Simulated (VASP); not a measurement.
Input of a VASP 6.6.1 run:

The input INCAR:

```
SYSTEM = Ti3Se
  PREC = Accurate
  ENCUT = 520
  EDIFF = 1E-6
  ISMEAR = 0
  SIGMA = 0.1
  LREAL = .FALSE.
  LASPH = .TRUE.
  NELM = 100
  ALGO = Normal
  ISIF = 2
  LWAVE = .FALSE.
  LCHARG = .FALSE.
  GGA = PE
  NBANDS = 29
```

Contents of KPOINTS:

```
regular mesh
0
G
  12 12 16
  0 0 0
```

File POSCAR:

```
Ti3Se
1.0
    5.2070701650      0.0000000000      0.0000000000
   -2.6035350825      4.5094550422      0.0000000000
    0.0000000000      0.0000000000      2.9846429542
Ti Se
3 1
Direct
    0.5000000000      0.0000000000      0.5000000000
    0.0000000000      0.5000000000      0.5000000000
    0.5000000000      0.5000000000      0.5000000000
    0.0000000000      0.0000000000      0.0000000000
```

Potentials or basis: VASP PAW PBE potentials, release 64 (Ti_sv, Se).

Command:

```bash
$ cat potpaw_PBE.64/Ti_sv/POTCAR potpaw_PBE.64/Se/POTCAR > POTCAR
$ mpirun -np 1 vasp_std > vasp.out
```

Estimate the pressure.

-0.1 GPa.

Predict the band gap on the k mesh.

zero (band 21 reaches 8.82 eV, above the bottom of band 22 at 8.03 eV).

Stress tensor (GPa, compression positive):
```
-0.02  0.00  0.00
 0.00 -0.02  0.00
 0.00  0.00 -0.14
```
